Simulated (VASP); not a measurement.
# BN (Qingsongite) in VASP: a series of runs

Runs on BN (Qingsongite). Level: PBE. Tasks: single point.

Program: VASP 6.6.1. These are calculated values, not measurements. Logs are shortened: lines on timing, memory, paths and dates and some standing lists are left out, and cuts for length are marked.

## Step 1: The cell of the first run

The structure is cubic, space group F-43m (No. 216). Conventional cell: a = 3.615 Å, b = 3.615 Å, c = 3.615 Å, α = 90.00°, β = 90.00°, γ = 90.00°. Within 2.1 Å of B (site symmetry -43m) lie 4 N at 1.57 Å. Within 2.1 Å of N (site symmetry -43m) lie 4 B at 1.57 Å.

## Step 2: Single point, PBE

Input file INCAR:

```
SYSTEM = BN
PREC     = Accurate       ! precision mode
ENCUT    = 600            ! plane-wave cutoff, eV
EDIFF    = 1E-6           ! SCF threshold, eV
ISMEAR   = 0              ! smearing method
SIGMA    = 0.05           ! smearing width, eV
LREAL    = .False.        ! projectors in reciprocal space
LASPH    = .True.         ! aspherical terms in the spheres
NELM     = 120            ! most SCF steps
ALGO     = Normal         ! electronic algorithm
ISIF     = 2              ! what is computed and relaxed
LWAVE    = .False.        ! write WAVECAR
LCHARG   = .False.        ! write CHGCAR
GGA      = PE             ! functional
NBANDS   = 11             ! bands
GGA_COMPAT= .False.
```

Input file KPOINTS:

```
regular mesh
0
Gamma
  10 10 10
  0 0 0
```

Input file POSCAR:

```
BN
1.0
    0.0000000000      1.8075000000      1.8075000000
    1.8075000000      0.0000000000      1.8075000000
    1.8075000000      1.8075000000      0.0000000000
B N
1 1
Direct
    0.0000000000      0.0000000000      0.0000000000
    0.2500000000      0.2500000000      0.2500000000
```

Potentials or basis: VASP PAW PBE potentials, release 64 (B, N).

Command:

```console
cat potpaw_PBE.64/B/POTCAR potpaw_PBE.64/N/POTCAR > POTCAR
mpirun -np 1 vasp_std > vasp.out
```

OUTCAR:

```text
SYSTEM = BN
   PREC = Accurate
   ENCUT = 600
   EDIFF = 1E-6
   ISMEAR = 0
   LREAL = .False.
   LASPH = .True.
   NELM = 120
   ISIF = 2
   GGA = PE

 ion  position               nearest neighbor table
   1  0.000  0.000  0.000-   2 1.57   2 1.57   2 1.57   2 1.57
   2  0.250  0.250  0.250-   1 1.57   1 1.57   1 1.57   1 1.57

  LATTYP: Found a face centered cubic cell.
 ALAT       =     3.6150000000

  Lattice vectors:

 A1 = (   0.0000000000,   1.8075000000,   1.8075000000)
 A2 = (   1.8075000000,   0.0000000000,   1.8075000000)
 A3 = (   1.8075000000,   1.8075000000,   0.0000000000)

Analysis of symmetry for initial positions (statically):
=====================================================================
 Subroutine PRICEL returns:
 Original cell was already a primitive cell.

 Routine SETGRP: Setting up the symmetry group for a
 face centered cubic supercell.

 Subroutine GETGRP returns: Found 24 space group operations
 (whereof 24 operations were pure point group operations)
 out of a pool of 48 trial point group operations.

The static configuration has the point symmetry T_d .

Analysis of symmetry for dynamics (positions and initial velocities):
=====================================================================
 Subroutine PRICEL returns:
 Original cell was already a primitive cell.

 Routine SETGRP: Setting up the symmetry group for a
 face centered cubic supercell.

 Subroutine GETGRP returns: Found 24 space group operations
 (whereof 24 operations were pure point group operations)
 out of a pool of 48 trial point group operations.

The dynamic configuration has the point symmetry T_d .

 Subroutine INISYM returns: Found 24 space group operations
 (whereof 24 operations are pure point group operations),
 and found     1 'primitive' translations

----------------------------------------------------------------------------------------

                                     Primitive cell

  volume of cell :      11.8104

  direct lattice vectors                    reciprocal lattice vectors
     0.000000000  1.807500000  1.807500000    -0.276625173  0.276625173  0.276625173
     1.807500000  0.000000000  1.807500000     0.276625173 -0.276625173  0.276625173
     1.807500000  1.807500000  0.000000000     0.276625173  0.276625173 -0.276625173

  length of vectors
     2.556191014  2.556191014  2.556191014     0.479128854  0.479128854  0.479128854

  position of ions in fractional coordinates (direct lattice)
     0.000000000  0.000000000  0.000000000
     0.250000000  0.250000000  0.250000000

  ion indices of the primitive-cell ions
   primitive index   ion index
                 1           1
                 2           2

----------------------------------------------------------------------------------------

 KPOINTS: regular mesh

Automatic generation of k-mesh.
 Grid dimensions read from file:
 generate k-points for:   10   10   10

 Generating k-lattice:

  Cartesian coordinates                     Fractional coordinates (reciprocal lattice)
    -0.027662517  0.027662517  0.027662517     0.100000000  0.000000000  0.000000000
     0.027662517 -0.027662517  0.027662517     0.000000000  0.100000000  0.000000000
     0.027662517  0.027662517 -0.027662517     0.000000000  0.000000000  0.100000000

  Length of vectors
     0.047912885  0.047912885  0.047912885

  Shift w.r.t. Gamma in fractional coordinates (k-lattice)
     0.000000000  0.000000000  0.000000000

 Subroutine IBZKPT returns following result:
 ===========================================

 Found     47 irreducible k-points:

 Following reciprocal coordinates:
            Coordinates               Weight
  0.000000  0.000000  0.000000      1.000000
  0.100000  0.000000  0.000000      8.000000
  0.200000  0.000000  0.000000      8.000000
  0.300000  0.000000  0.000000      8.000000
  0.400000  0.000000  0.000000      8.000000
  0.500000  0.000000  0.000000      4.000000
[... 16 lines left out ...]
  0.300000  0.300000  0.000000      6.000000
  0.400000  0.300000  0.000000     24.000000
 [... further k-points ...]
   k-points           NKPTS =     47   k-points in BZ     NKDIM =     47   number of bands    NBANDS=     11
   number of dos      NEDOS =    301   number of ions     NIONS =      2
   total plane-waves  NPLWV =   8000
   dimension x,y,z NGX =    20 NGY =   20 NGZ =   20
   dimension x,y,z NGXF=    40 NGYF=   40 NGZF=   40
   ions per type =               1   1
   NGX,Y,Z   is equivalent  to a cutoff of  13.01, 13.01, 13.01 a.u.
   NGXF,Y,Z  is equivalent  to a cutoff of  26.01, 26.01, 26.01 a.u.
 SYSTEM =  BN
   PREC   = accura    normal or accurate (medium, high low for compatibility)
   ISTART =      0    job   : 0-new  1-cont  2-samecut
   ICHARG =      2    charge: 1-file 2-atom 10-const
   ISPIN  =      1    spin polarized calculation?
   LNONCOLLINEAR =      F non collinear calculations
   LSORBIT =      F    spin-orbit coupling
[... 36 lines left out ...]
  energy-cutoff  :      600.00
  volume of cell :       11.81
 maximum number of plane-waves:       411
   NGX = 11   NGY = 11   NGZ = 11

 number of electron       7.9999999 magnetization

 Free energy of the ion-electron system (eV)
  ---------------------------------------------------
  ext. energy  EPLUGINS =         0.00000000
  ---------------------------------------------------
  free energy    TOTEN  =       -17.45341839 eV

  energy without entropy =      -17.45341839  energy(sigma->0) =      -17.45341839

 E-fermi :   7.6098     XC(G=0): -12.8222

 val. band max:        7.4025076678   @ k =   0.0000   0.0000   0.0000
 cond. band min:      11.8620074930   @ k =   0.5000   0.5000   0.0000
 fundamental gap:      4.4594998252
 Fermi energy:         7.6098283827

 k-point     1 :       0.0000    0.0000    0.0000
  band No.  band energies     occupation
      1     -12.8283      2.00000
      2       7.4025      2.00000
      3       7.4025      2.00000
      4       7.4025      2.00000
      5      16.2223      0.00000
      6      16.2223      0.00000
      7      16.2223      0.00000
      8      17.7526      0.00000
      9      32.1550      0.00000
     10      35.1689      0.00000
     11      35.1689      0.00000

 k-point     2 :       0.1000    0.0000    0.0000
  band No.  band energies     occupation
      1     -12.5851      2.00000
      2       6.1329      2.00000
      3       7.1487      2.00000
      4       7.1487      2.00000
      5      16.4965      0.00000
      6      16.6066      0.00000
      7      16.6066      0.00000
      8      18.5449      0.00000
      9      31.8621      0.00000
     10      32.5685      0.00000
     11      32.5685      0.00000

 k-point     3 :       0.2000    0.0000    0.0000
  band No.  band energies     occupation
      1     -11.8697      2.00000
      2       3.4174      2.00000
      3       6.5778      2.00000
      4       6.5778      2.00000
      5      16.8704      0.00000
      6      17.4016      0.00000
      7      17.4016      0.00000
      8      20.2053      0.00000
      9      31.0953      0.00000
     10      31.0953      0.00000
     11      31.1556      0.00000

 k-point     4 :       0.3000    0.0000    0.0000
  band No.  band energies     occupation
      1     -10.7395      2.00000
      2       0.4607      2.00000
      3       5.9998      2.00000
      4       5.9998      2.00000
      5      17.2146      0.00000
      6      17.9683      0.00000
      7      17.9683      0.00000
      8      21.6030      0.00000
      9      30.6721      0.00000
     10      31.3496      0.00000
     11      31.3496      0.00000
[... 239 lines left out ...]
 k-point    22 :      -0.2000    0.2000    0.0000
  band No.  band energies     occupation
      1     -10.3657      2.00000
      2       1.2404      2.00000
      3       3.1344      2.00000
      4       6.1062      2.00000
      5      17.9640      0.00000
      6      18.3689      0.00000
      7      18.8928      0.00000
      8      21.1255      0.00000
      9      28.7150      0.00000
     10      29.7563      0.00000
     11      34.1869      0.00000

 k-point    23 :       0.3000    0.3000    0.0000
  band No.  band energies     occupation
      1     -10.0592      2.00000
      2       2.1799      2.00000
      3       3.7395      2.00000
      4       3.7395      2.00000
      5      13.5415      0.00000
      6      18.1887      0.00000
      7      22.1332      0.00000
      8      22.1332      0.00000
      9      26.1626      0.00000
     10      34.7801      0.00000
     11      39.2684      0.00000

 k-point    24 :       0.4000    0.3000    0.0000
  band No.  band energies     occupation
      1      -9.0549      2.00000
      2       0.6259      2.00000
      3       2.8911      2.00000
      4       3.3300      2.00000
      5      13.5019      0.00000
      6      18.0402      0.00000
      7      22.8809      0.00000
      8      22.9782      0.00000
      9      27.1095      0.00000
     10      34.4872      0.00000
     11      39.1929      0.00000

 [... further k-points ...]

------------------------ aborting loop because EDIFF is reached ----------------------------------------

  FORCE on cell =-STRESS in cart. coord.  units (eV):
  Direction    XX          YY          ZZ          XY          YZ          ZX
  --------------------------------------------------------------------------------------
  -------------------------------------------------------------------------------------
  Total        0.2225206      0.2225206      0.2225206      0.0000000      0.0000000     -0.0000000
  in kB       30.1867176     30.1867176     30.1867176      0.0000000      0.0000000     -0.0000000
  external PRESSURE =      30.1867176 kB  Pullay stress =       0.0000000 kB

 VOLUME and BASIS-vectors are now :
 -----------------------------------------------------------------------------
  energy-cutoff  :      600.00
  volume of cell :       11.81
      direct lattice vectors                 reciprocal lattice vectors
     0.000000000  1.807500000  1.807500000    -0.276625173  0.276625173  0.276625173
     1.807500000  0.000000000  1.807500000     0.276625173 -0.276625173  0.276625173
     1.807500000  1.807500000  0.000000000     0.276625173  0.276625173 -0.276625173

 POSITION                                       TOTAL-FORCE (eV/Angst)
 -----------------------------------------------------------------------------------
      0.00000      0.00000      0.00000        -0.000000     -0.000000      0.000000
      0.90375      0.90375      0.90375         0.000000      0.000000     -0.000000
 -----------------------------------------------------------------------------------
    total drift:                                0.000000      0.000000      0.000000

  FREE ENERGIE OF THE ION-ELECTRON SYSTEM (eV)
  ---------------------------------------------------
  free  energy   TOTEN  =       -17.4534183876 eV

  energy  without entropy=      -17.4534183876  energy(sigma->0) =      -17.45341839
```

It took 6.3 s on 1 thread of Intel Xeon 6975P-C (Granite Rapids), shared host; peak memory 0.12 GiB.

Results:

```
Free energy            : -17.4534 eV
Pressure               : 3.0 GPa
Band gap on the k mesh : 4.46 eV, indirect (least direct gap 8.82 eV)
```

A k mesh can miss the band edges.

## Step 3: Single point, PBE

This run uses another cell than the first one, of 5.67 Å³/atom, 0.960 times its volume.

Input file INCAR:

```
SYSTEM = BN
  PREC = Accurate
  ENCUT = 600
  EDIFF = 1E-6
  ISMEAR = 0
  SIGMA = 0.05
  LREAL = .False.
  LASPH = .True.
  NELM = 120
  ALGO = Normal
  ISIF = 2
  LWAVE = .False.
  LCHARG = .False.
  GGA = PE
  NBANDS = 11
  GGA_COMPAT = .False.
```

Input file KPOINTS:

```
Automatic mesh
0
Gamma
  10 10 10
  0 0 0
```

Input file POSCAR:

```
BN
1.0
    0.0000000000      1.7713500000      1.8075000000
    1.7713500000      0.0000000000      1.8075000000
    1.7713500000      1.7713500000      0.0000000000
B N
1 1
Direct
    0.0000000000      0.0000000000      0.0000000000
    0.2500000000      0.2500000000      0.2500000000
```

Potentials or basis: VASP PAW PBE potentials, release 64 (B, N).

Command:

```console
cat potpaw_PBE.64/B/POTCAR potpaw_PBE.64/N/POTCAR > POTCAR
mpirun -np 1 vasp_std > vasp.out
```

It took 10 s on 1 thread of Intel Xeon 6975P-C (Granite Rapids), shared host; peak memory 0.12 GiB.

Results (log left out):

```
Free energy            : -17.4131 eV
Pressure               : 19.8 GPa
Band gap on the k mesh : 4.31 eV, indirect (least direct gap 8.90 eV)
```

Stress tensor (GPa, compression positive):
```
24.20  0.00  0.00
 0.00 24.20  0.00
 0.00  0.00 10.92
```

Levels at points of the mesh, in eV from the valence-band top:
| k point | band 1 | band 2 | band 3 | band 4 | band 5 | band 6 | band 7 | band 8 |
| --- | --- | --- | --- | --- | --- | --- | --- | --- |
| (0.00, 0.00, 0.00) | -20.77 | -0.21 | 0.00 | 0.00 | 8.90 | 8.90 | 9.04 | 10.94 |
| (0.50, 0.00, 0.00) | -16.36 | -11.14 | -2.25 | -1.92 | 10.30 | 10.98 | 11.05 | 15.61 |
| (0.50, 0.50, 0.00) | -15.10 | -9.45 | -4.99 | -4.99 | 4.68 | 9.71 | 18.44 | 18.44 |
| (0.50, 0.00, 0.50) | -14.85 | -9.15 | -5.27 | -5.27 | 4.31 | 9.23 | 18.31 | 18.64 |

## Step 4: Single point, PBE

This run uses another cell than the first one, of 5.75 Å³/atom, 0.974 times its volume.

Input file INCAR:

```
PREC = Accurate
ENCUT = 600
EDIFF = 1E-6
ISMEAR = 0
SIGMA = 0.05
LREAL = F
LASPH = T
NELM = 120
ALGO = Normal
ISIF = 2
LWAVE = F
LCHARG = T
GGA = PE
LELF = T
LVHAR = T
NBANDS = 11
GGA_COMPAT = F
```

Input file KPOINTS:

```
Automatic mesh
0
Gamma
  10 10 10
```

Input file POSCAR:

```
BN
1.0
    0.0000000000      1.7834000000      1.8075000000
    1.7834000000      0.0000000000      1.8075000000
    1.7834000000      1.7834000000      0.0000000000
B N
1 1
Direct
    0.0000000000      0.0000000000      0.0000000000
    0.2500000000      0.2500000000      0.2500000000
```

Command:

```console
cat potpaw_PBE.64/B/POTCAR potpaw_PBE.64/N/POTCAR > POTCAR
mpirun -np 1 vasp_std > vasp.out
```

Wall time 10 s (1 thread of Intel Xeon 6975P-C (Granite Rapids), shared host); peak memory 0.13 GiB.

It converged, with:

- Free energy: -17.4334 eV
- Pressure: 13.9 GPa
- Band gap on the k mesh: 4.36 eV, indirect (least direct gap 8.87 eV)

Stress tensor (GPa, compression positive):
```
16.76  0.00  0.00
 0.00 16.76  0.00
 0.00  0.00  8.13
```

Levels at points of the mesh, in eV from the valence-band top:
| k point | band 1 | band 2 | band 3 | band 4 | band 5 | band 6 | band 7 | band 8 |
| --- | --- | --- | --- | --- | --- | --- | --- | --- |
| (0.00, 0.00, 0.00) | -20.59 | -0.14 | 0.00 | 0.00 | 8.87 | 8.87 | 8.97 | 10.74 |
| (0.50, 0.00, 0.00) | -16.24 | -10.99 | -2.14 | -1.93 | 10.31 | 10.87 | 10.88 | 15.49 |
| (0.50, 0.50, 0.00) | -14.94 | -9.27 | -4.96 | -4.96 | 4.60 | 9.55 | 18.26 | 18.26 |
| (0.50, 0.00, 0.50) | -14.78 | -9.07 | -5.15 | -5.14 | 4.36 | 9.23 | 18.18 | 18.40 |

A k mesh can miss the band edges. A hybrid or GW would open this gap; PBE tends to underestimate it.

## Step 5: Single point, PBE

This run uses another cell than the first one, of 5.83 Å³/atom, 0.987 times its volume.

Input file INCAR:

```
ALGO = Normal
EDIFF = 1E-6
ENCUT = 600
GGA = PE
GGA_COMPAT = False
ISIF = 2
ISMEAR = 0
LASPH = True
LCHARG = False
LREAL = False
LWAVE = False
NBANDS = 11
NELM = 120
PREC = Accurate
SIGMA = 0.05
```

Input file KPOINTS:

```
k-points
0
Gamma
  10 10 10
```

Input file POSCAR:

```
BN
1.0
    0.0000000000      1.7954500000      1.8075000000
    1.7954500000      0.0000000000      1.8075000000
    1.7954500000      1.7954500000      0.0000000000
B N
1 1
Direct
    0.0000000000      0.0000000000      0.0000000000
    0.2500000000      0.2500000000      0.2500000000
```

Command:

```console
cat potpaw_PBE.64/B/POTCAR potpaw_PBE.64/N/POTCAR > POTCAR
mpirun -np 1 vasp_std > vasp.out
```

It took 11 s on 1 thread of Intel Xeon 6975P-C (Granite Rapids), shared host; peak memory 0.12 GiB.

The run converged. Its results:

```
Free energy            : -17.4467 eV
Pressure               : 8.3 GPa
Band gap on the k mesh : 4.41 eV, indirect (least direct gap 8.85 eV)
```

Stress tensor (GPa, compression positive):
```
9.70 0.00 0.00
0.00 9.70 0.00
0.00 0.00 5.50
```

Levels at points of the mesh, in eV from the valence-band top:
| k point | band 2 | band 3 | band 4 | band 5 | band 6 | band 7 |
| --- | --- | --- | --- | --- | --- | --- |
| (0.00, 0.00, 0.00) | -0.07 | 0.00 | 0.00 | 8.85 | 8.85 | 8.89 |
| (0.50, 0.00, 0.00) | -10.84 | -2.04 | -1.94 | 10.27 | 10.75 | 10.79 |
| (0.50, 0.50, 0.00) | -9.09 | -4.93 | -4.93 | 4.53 | 9.39 | 18.09 |
| (0.50, 0.00, 0.50) | -8.99 | -5.02 | -5.02 | 4.41 | 9.23 | 18.05 |

A k mesh can miss the band edges. A hybrid or GW would open this gap; PBE tends to underestimate it.

## Step 6: Single point, PBE

This run uses another cell than the first one, of 5.98 Å³/atom, 1.013 times its volume.

Input file INCAR:

```
SYSTEM = BN
  PREC = Accurate
  ENCUT = 600
  EDIFF = 1E-6
  ISMEAR = 0
  SIGMA = 0.05
  LREAL = .FALSE.
  LASPH = .TRUE.
  NELM = 120
  ALGO = Normal
  ISIF = 2
  LWAVE = .FALSE.
  LCHARG = .FALSE.
  GGA = PE
  NBANDS = 11
  GGA_COMPAT = .FALSE.
```

Input file KPOINTS:

```
Automatic mesh
0
G
  10 10 10
  0 0 0
```

Input file POSCAR:

```
BN
1.0
    0.0000000000      1.8195500000      1.8075000000
    1.8195500000      0.0000000000      1.8075000000
    1.8195500000      1.8195500000      0.0000000000
B N
1 1
Direct
    0.0000000000      0.0000000000      0.0000000000
    0.2500000000      0.2500000000      0.2500000000
```

Potentials or basis: VASP PAW PBE potentials, release 64 (B, N).

Command:

```console
cat potpaw_PBE.64/B/POTCAR potpaw_PBE.64/N/POTCAR > POTCAR
mpirun -np 1 vasp_std > vasp.out
```

Wall time 11 s (1 thread of Intel Xeon 6975P-C (Granite Rapids), shared host); peak memory 0.13 GiB.

Results (log left out):

```
Free energy            : -17.4537 eV
Pressure               : -2.0 GPa
Band gap on the k mesh : 4.33 eV, indirect (least direct gap 8.68 eV)
```

Stress tensor (GPa, compression positive):
```
-3.31  0.00  0.00
 0.00 -3.31  0.00
 0.00  0.00  0.69
```

Levels at points of the mesh, in eV from the valence-band top:
```tsv
k point	band 1	band 2	band 3	band 4	band 5	band 6	band 7	band 8
(0.00, 0.00, 0.00)	-20.12	-0.06	-0.06	0.00	8.68	8.73	8.73	10.09
(0.50, 0.00, 0.00)	-15.97	-10.61	-2.01	-1.91	9.91	10.55	10.64	15.08
(0.50, 0.50, 0.00)	-14.57	-8.81	-4.94	-4.94	4.33	9.01	17.68	17.68
(0.50, 0.00, 0.50)	-14.65	-8.90	-4.85	-4.85	4.44	9.17	17.62	17.71
```

A k mesh can miss the band edges. A hybrid or GW would open this gap; PBE tends to underestimate it.

## Step 7: Summary

```tsv
cell	gap on the mesh (eV)	pressure (GPa)
a = 2.556 Å, angles 60.0°, 2 atoms	4.46	3.0
a = 2.531, b = 2.531, c = 2.505 Å, angles 60.3, 60.3, 59.3°, 2 atoms	4.31	19.8
a = 2.539, b = 2.539, c = 2.522 Å, angles 60.2, 60.2, 59.6°, 2 atoms	4.36	13.9
a = 2.548, b = 2.548, c = 2.539 Å, angles 60.1, 60.1, 59.8°, 2 atoms	4.41	8.3
a = 2.565, b = 2.565, c = 2.573 Å, angles 59.9, 59.9, 60.2°, 2 atoms	4.33	-2.0
```

Alike in all rows: task single point; level PBE; potentials or basis VASP PAW PBE potentials, release 64 (B, N); no spin polarisation; k mesh 10 × 10 × 10; cutoff (eV) 600; smearing gaussian 0.05 eV.

Total energies depend on the potentials used, so only differences within one code and one set of settings carry meaning.
